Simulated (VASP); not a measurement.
# Tl (P6_3/mmc) in VASP: single point with PBE

Aim: the single point of Tl with PBE.

Everything below comes from runs of VASP 6.6.1. Logs are shortened: lines on timing, memory, paths and dates and some standing lists are left out, and cuts for length are marked.

### Step 1. The cell of the first run

Symmetry: P6_3/mmc, No. 194, hexagonal system. Conventional cell: a = 3.644 Å, b = 3.644 Å, c = 5.484 Å, α = 90.00°, β = 90.00°, γ = 120.00°. Within 4.5 Å of Tl (site symmetry -6m2) lie 12 Tl at 3.46 to 3.64 Å.

### Step 2. Single point, PBE

Input file INCAR:

```
SYSTEM = Tl
  ALGO = Fast
  EDIFF = 1E-6
  ENCUT = 520
  GGA = PE
  ISIF = 2
  ISMEAR = 0
  LASPH = .True.
  LCHARG = .True.
  LELF = .True.
  LREAL = .False.
  LVHAR = .True.
  LWAVE = .False.
  NBANDS = 20
  NELM = 100
  PREC = Accurate
  SIGMA = 0.05
```

Input file KPOINTS:

```
k-points
0
Gamma
  14 14 8
  0 0 0
```

Input file POSCAR:

```
Tl
1.0
    3.6441806696      0.0000000000      0.0000000000
   -1.8220903348      3.1559530358      0.0000000000
    0.0000000000      0.0000000000      5.4841290990
Tl
2
Direct
    0.3333333333      0.6666666667      0.7500000000
    0.6666666667      0.3333333333      0.2500000000
```

Potentials or basis: VASP PAW PBE potentials, release 64 (Tl_d).

Run with:

```bash
$ cat potpaw_PBE.64/Tl_d/POTCAR > POTCAR
$ mpirun -np 1 vasp_std > vasp.out
```

OUTCAR:

```text
SYSTEM = Tl
   EDIFF = 1E-6
   ENCUT = 520
   GGA = PE
   ISIF = 2
   ISMEAR = 0
   LASPH = .True.
   LREAL = .False.
   NELM = 100
   PREC = Accurate

 ion  position               nearest neighbor table
   1  0.333  0.667  0.750-   2 3.46   2 3.46   2 3.46   2 3.46   2 3.46   2 3.46
   2  0.667  0.333  0.250-   1 3.46   1 3.46   1 3.46   1 3.46   1 3.46   1 3.46

  LATTYP: Found a hexagonal cell.
 ALAT       =     3.6441806696
 C/A-ratio  =     1.5049004416

  Lattice vectors:

 A1 = (   3.6441806696,   0.0000000000,   0.0000000000)
 A2 = (  -1.8220903348,   3.1559530358,   0.0000000000)
 A3 = (   0.0000000000,   0.0000000000,   5.4841290990)

Analysis of symmetry for initial positions (statically):
=====================================================================
 Subroutine PRICEL returns:
 Original cell was already a primitive cell.

 Routine SETGRP: Setting up the symmetry group for a
 hexagonal supercell.

 Subroutine GETGRP returns: Found 24 space group operations
 (whereof 12 operations were pure point group operations)
 out of a pool of 24 trial point group operations.

The static configuration has the point symmetry D_3d.
 The point group associated with its full space group is D_6h.

Analysis of symmetry for dynamics (positions and initial velocities):
=====================================================================
 Subroutine PRICEL returns:
 Original cell was already a primitive cell.

 Routine SETGRP: Setting up the symmetry group for a
 hexagonal supercell.

 Subroutine GETGRP returns: Found 24 space group operations
 (whereof 12 operations were pure point group operations)
 out of a pool of 24 trial point group operations.

The dynamic configuration has the point symmetry D_3d.
 The point group associated with its full space group is D_6h.

 Subroutine INISYM returns: Found 24 space group operations
 (whereof 12 operations are pure point group operations),
 and found     1 'primitive' translations

----------------------------------------------------------------------------------------

                                     Primitive cell

  volume of cell :      63.0722

  direct lattice vectors                    reciprocal lattice vectors
     3.644180670  0.000000000  0.000000000     0.274410105  0.158430748  0.000000000
    -1.822090335  3.155953036  0.000000000     0.000000000  0.316861496  0.000000000
     0.000000000  0.000000000  5.484129099     0.000000000  0.000000000  0.182344358

  length of vectors
     3.644180670  3.644180670  5.484129099     0.316861496  0.316861496  0.182344358

  position of ions in fractional coordinates (direct lattice)
     0.333333333  0.666666667  0.750000000
     0.666666667  0.333333333  0.250000000

  ion indices of the primitive-cell ions
   primitive index   ion index
                 1           1
                 2           2

----------------------------------------------------------------------------------------

 KPOINTS: k-points

Automatic generation of k-mesh.
 Grid dimensions read from file:
 generate k-points for:   14   14    8

 Generating k-lattice:

  Cartesian coordinates                     Fractional coordinates (reciprocal lattice)
     0.019600722  0.011316482  0.000000000     0.071428571 -0.000000000  0.000000000
     0.000000000  0.022632964  0.000000000     0.000000000  0.071428571  0.000000000
     0.000000000  0.000000000  0.022793045     0.000000000  0.000000000  0.125000000

  Length of vectors
     0.022632964  0.022632964  0.022793045

  Shift w.r.t. Gamma in fractional coordinates (k-lattice)
     0.000000000  0.000000000  0.000000000

 Subroutine IBZKPT returns following result:
 ===========================================

 Found    120 irreducible k-points:

 Following reciprocal coordinates:
            Coordinates               Weight
  0.000000  0.000000  0.000000      1.000000
  0.071429 -0.000000  0.000000      6.000000
  0.142857  0.000000  0.000000      6.000000
  0.214286  0.000000  0.000000      6.000000
  0.285714  0.000000  0.000000      6.000000
  0.357143  0.000000  0.000000      6.000000
[... 16 lines left out ...]
  0.285714  0.285714  0.000000      6.000000
  0.357143  0.285714  0.000000      6.000000
 [... further k-points ...]
   k-points           NKPTS =    120   k-points in BZ     NKDIM =    120   number of bands    NBANDS=     20
   number of dos      NEDOS =    301   number of ions     NIONS =      2
   total plane-waves  NPLWV =  32928
   dimension x,y,z NGX =    28 NGY =   28 NGZ =   42
   dimension x,y,z NGXF=    56 NGYF=   56 NGZF=   84
   ions per type =               2
   NGX,Y,Z   is equivalent  to a cutoff of  12.77, 12.77, 12.73 a.u.
   NGXF,Y,Z  is equivalent  to a cutoff of  25.55, 25.55, 25.46 a.u.
 SYSTEM =  Tl
   PREC   = accura    normal or accurate (medium, high low for compatibility)
   ISTART =      0    job   : 0-new  1-cont  2-samecut
   ICHARG =      2    charge: 1-file 2-atom 10-const
   ISPIN  =      1    spin polarized calculation?
   LNONCOLLINEAR =      F non collinear calculations
   LSORBIT =      F    spin-orbit coupling
   LASPH  =      T    aspherical Exc in radial PAW
   ENCUT  =  520.0 eV  38.22 Ry    6.18 a.u.   6.78  6.78 10.20*2*pi/ulx,y,z
   NELM   =    100;   NELMIN=  2; NELMDL= -5     # of ELM steps
   EDIFF  = 0.1E-05   stopping-criterion for ELM
   LREAL  =      F    real-space projection
   EDIFFG = 0.1E-04   stopping-criterion for IOM
   NSW    =      0    number of steps for IOM
   IBRION =     -1    ionic relax: 0-MD 1-quasi-New 2-CG
   NFREE  =      0    steps in history (QN), initial steepest desc. (CG)
   ISIF   =      2    stress and relaxation
   ISYM   =      2    0-nonsym 1-usesym 2-fastsym
   POTIM  = 0.5000    time-step for ionic-motion
   TEBEG  =    0.0;   TEEND  =   0.0 temperature during run
   PSTRESS=    0.0 pullay stress
   NELECT =      26.0000    total number of electrons
   NUPDOWN=      -1.0000    fix difference up-down
   EMIN   =  10.00;   EMAX   =-10.00  energy-range for DOS
   EFERMI =   0.00;   METHOD = LEGACY
   ISMEAR =     0;   SIGMA  =   0.05  broadening in eV -4-tet -1-fermi 0-gaus
   EFERMI_NEDOS =   21; number of points for ismear=-14 and -15
   IALGO  =     68    algorithm
   IMIX   =      4    mixing-type and parameters
     AMIX     =   0.40;   BMIX     =  1.00
     AMIX_MAG =   1.60;   BMIX_MAG =  1.00
  volume/ion in A,a.u.               =      31.54       212.82
  Fermi-wavevector in a.u.,A,eV,Ry     =   1.218391  2.302425 20.197521  1.484476
  Thomas-Fermi vector in A             =   2.353679
   LORBIT       =      0    0 simple, 1 ext, 2 COOP (PROOUT), +10 PAW based schemes
   GGA     = PE    functional components
   LHFCALC =     F    Hartree Fock is set to
   AEXX    =    0.0000 exact exchange contribution
   IVDW    =     0    specifies the selected vdW correction
   LEPSILON=     F    determine dielectric tensor
   LRPA    =     F    only Hartree local field effects (RPA)
 non-spin polarized calculation
 RMM-DIIS sequential band-by-band and
 Gauss-broadening in eV      SIGMA  =   0.05
  energy-cutoff  :      520.00
  volume of cell :       63.07
 maximum number of plane-waves:      1725
 NGX is ok and might be reduce to    28
   NGX = 13   NGY = 13   NGZ = 21

 number of electron      25.9999997 magnetization

 Free energy of the ion-electron system (eV)
  ---------------------------------------------------
  ext. energy  EPLUGINS =         0.00000000
  ---------------------------------------------------
  free energy    TOTEN  =        -4.44876015 eV

  energy without entropy =       -4.44778375  energy(sigma->0) =       -4.44827195

 E-fermi :   5.6257     XC(G=0):  -9.7059

 val. band max:        5.6016799231   @ k =   0.3571   0.2143   0.2500
 cond. band min:       5.6524474845   @ k =   0.2143   0.1429   0.2500
 fundamental gap:      0.0507675615
 Fermi energy:         5.6257345030

 k-point     1 :       0.0000    0.0000    0.0000
  band No.  band energies     occupation
      1      -6.0328      2.00000
      2      -5.8530      2.00000
      3      -5.8530      2.00000
      4      -5.8310      2.00000
      5      -5.8310      2.00000
      6      -5.8259      2.00000
[... 12 lines left out ...]
     19      15.2248      0.00000
     20      16.5817      0.00000

 k-point     2 :       0.0714   -0.0000    0.0000
  band No.  band energies     occupation
      1      -6.0233      2.00000
      2      -5.8773      2.00000
      3      -5.8389      2.00000
      4      -5.8384      2.00000
      5      -5.8382      2.00000
      6      -5.8031      2.00000
[... 12 lines left out ...]
     19      15.7977      0.00000
     20      16.1920      0.00000

 k-point     3 :       0.1429    0.0000    0.0000
  band No.  band energies     occupation
      1      -6.0103      2.00000
      2      -5.9000      2.00000
      3      -5.8607      2.00000
      4      -5.8601      2.00000
      5      -5.7997      2.00000
      6      -5.7966      2.00000
[... 12 lines left out ...]
     19      15.1550      0.00000
     20      16.8212      0.00000

 k-point     4 :       0.2143    0.0000    0.0000
  band No.  band energies     occupation
      1      -6.0271      2.00000
      2      -5.8970      2.00000
      3      -5.8970      2.00000
      4      -5.8885      2.00000
      5      -5.7897      2.00000
      6      -5.7363      2.00000
[... 12 lines left out ...]
     19      14.5433      0.00000
     20      16.4145      0.00000

 k-point     5 :       0.2857    0.0000    0.0000
  band No.  band energies     occupation
      1      -6.0645      2.00000
      2      -5.9427      2.00000
      3      -5.9178      2.00000
      4      -5.8959      2.00000
      5      -5.7630      2.00000
      6      -5.6695      2.00000
[... 12 lines left out ...]
     19      14.0771      0.00000
     20      15.7671      0.00000
[... 353 lines left out ...]
      6      -5.6951      2.00000
[... 12 lines left out ...]
     19      12.9934      0.00000
     20      16.7496      0.00000

 k-point    22 :       0.3571    0.2143    0.0000
  band No.  band energies     occupation
      1      -6.0960      2.00000
      2      -5.9996      2.00000
      3      -5.8827      2.00000
      4      -5.8759      2.00000
      5      -5.7455      2.00000
      6      -5.7053      2.00000
[... 12 lines left out ...]
     19      12.7414      0.00000
     20      16.6397      0.00000

 k-point    23 :       0.2857    0.2857    0.0000
  band No.  band energies     occupation
      1      -6.1032      2.00000
      2      -5.9309      2.00000
      3      -5.9170      2.00000
      4      -5.8563      2.00000
      5      -5.7614      2.00000
      6      -5.7295      2.00000
[... 12 lines left out ...]
     19      12.3950      0.00000
     20      18.4727      0.00000

 k-point    24 :       0.3571    0.2857    0.0000
  band No.  band energies     occupation
      1      -6.1134      2.00000
      2      -5.9284      2.00000
      3      -5.8839      2.00000
      4      -5.8360      2.00000
      5      -5.7852      2.00000
      6      -5.7619      2.00000
[... 12 lines left out ...]
     19      12.1967      0.00000
     20      18.4798      0.00000

 [... further k-points ...]
[... 5 lines left out ...]
  --------------------------------------------------------------------------------------
  -------------------------------------------------------------------------------------
  Total       -0.0215790     -0.0215790     -0.0292308     -0.0000000      0.0000000      0.0000000
  in kB       -0.5481558     -0.5481558     -0.7425298     -0.0000000      0.0000000      0.0000000
  external PRESSURE =      -0.6129472 kB  Pullay stress =       0.0000000 kB

 VOLUME and BASIS-vectors are now :
 -----------------------------------------------------------------------------
  energy-cutoff  :      520.00
  volume of cell :       63.07
      direct lattice vectors                 reciprocal lattice vectors
     3.644180670  0.000000000  0.000000000     0.274410105  0.158430748  0.000000000
    -1.822090335  3.155953036  0.000000000     0.000000000  0.316861496  0.000000000
     0.000000000  0.000000000  5.484129099     0.000000000  0.000000000  0.182344358

 POSITION                                       TOTAL-FORCE (eV/Angst)
 -----------------------------------------------------------------------------------
     -0.00000      2.10397      4.11310        -0.000000     -0.000000      0.000000
      1.82209      1.05198      1.37103         0.000000      0.000000      0.000000
 -----------------------------------------------------------------------------------
    total drift:                                0.000000     -0.000000      0.000000

  FREE ENERGIE OF THE ION-ELECTRON SYSTEM (eV)
  ---------------------------------------------------
  free  energy   TOTEN  =        -4.4487601541 eV

  energy  without entropy=       -4.4477837495  energy(sigma->0) =       -4.44827195
```

It took 64 s on 1 thread of AMD EPYC 9R45 (Zen 5), shared host; peak memory 0.23 GiB.

What came out:

```yaml
Free_energy: -4.4488 eV
Pressure: -0.1 GPa
Band_gap_on_the_k_mesh: zero (band 13 reaches 9.41 eV, above the bottom of band 14 at 3.63 eV)
```

Levels at points of the mesh, in eV from the Fermi level:
| k point | band 11 | band 12 | band 13 | band 14 | band 15 | band 16 |
| --- | --- | --- | --- | --- | --- | --- |
| (0.00, 0.00, 0.00) | -9.45 | -4.65 | -2.29 | 6.65 | 6.65 | 8.70 |
| (0.50, 0.00, 0.00) | -5.95 | -4.76 | -0.53 | 0.92 | 1.35 | 3.20 |
| (0.00, 0.00, 0.50) | -8.05 | -8.05 | 3.79 | 3.79 | 7.65 | 7.65 |
| (0.50, 0.00, 0.50) | -4.93 | -4.93 | -1.99 | -1.99 | 4.88 | 4.88 |

Caveat: spin-orbit coupling is left out, which moves the levels of the heavy elements.
